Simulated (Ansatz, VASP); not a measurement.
# Mg2Si in VASP and in Ansatz

POSCAR

```
Mg2Si
1.0
    0.0000000000      3.2003485363      3.2003485363
    3.2003485363      0.0000000000      3.2003485363
    3.2003485363      3.2003485363      0.0000000000
Mg Si
2 1
Direct
    0.2500000000      0.2500000000      0.2500000000
    0.7500000000      0.7500000000      0.7500000000
    0.0000000000      0.0000000000      0.0000000000
```

File INCAR.step1:

```
SYSTEM = Mg2Si
PREC = Accurate
ENCUT = 660
ISMEAR = 0
SIGMA = 0.01
LREAL = .False.
LASPH = .True.
NELM = 120
NBANDS = 11
GGA = PE
ALGO = Normal
EDIFF = 1E-5
LWAVE = .True.
LCHARG = .False.
GGA_COMPAT = .False.
```

The input INCAR.step2:

```
SYSTEM = Mg2Si
PREC = Accurate
ENCUT = 660
EDIFF = 1E-6
ISMEAR = 0
SIGMA = 0.01
LREAL = .False.
LASPH = .True.
NELM = 120
ALGO = Normal
ISIF = 2
LWAVE = .False.
LCHARG = .False.
METAGGA = R2SCAN
LMIXTAU = .True.
NBANDS = 11
ISTART = 1
GGA_COMPAT = .False.
```

File KPOINTS:

```
Automatic mesh
0
Gamma
  6 6 6
  0 0 0
```

Input for Ansatz:

```yaml
crystal:
  lattice:
    - [0.0, 3.2003485363, 3.2003485363]
    - [3.2003485363, 0.0, 3.2003485363]
    - [3.2003485363, 3.2003485363, 0.0]
  atoms:
    - { symbol: Mg, position: [0.25, 0.25, 0.25] }
    - { symbol: Mg, position: [0.75, 0.75, 0.75] }
    - { symbol: Si, position: [0.0, 0.0, 0.0] }
kpoints:
  mp_grid: { grid: [6, 6, 6] }
hamiltonian:
  xc: r2scan
scf:
  occupations: { method: fixed }
  n_extra_bands: 4
output:
  forces: true
  stress: true
  eigenvalues: true
```

Alike in both runs: task single point; functional r2SCAN; k mesh 6 × 6 × 6; no spin polarisation.

|  | VASP | Ansatz |
| --- | --- | --- |
| version | VASP 6.6.1 | Ansatz 0.2.0 |
| potentials or method | VASP PAW PBE potentials, release 64 (Mg, Si) | plane waves, PAW |
| plane-wave cutoff (eV) | 660 | 500 |
| occupations | gaussian, width 0.01 eV | fixed |
| valence electrons in the cell | 8 | 24 |

|  | VASP | Ansatz | Ansatz less VASP |
| --- | --- | --- | --- |
| gap on the k mesh at the Fermi level (eV) | 0.48 | 0.47 | -0.003 |
| pressure (GPa) | -1.9 | -1.6 | +0.28 |

VASP's potentials were made for PBE, not for r2SCAN. VASP's potentials hold 8 valence electrons a cell and Ansatz's 24, so a difference there can come from the potentials and not from the codes.
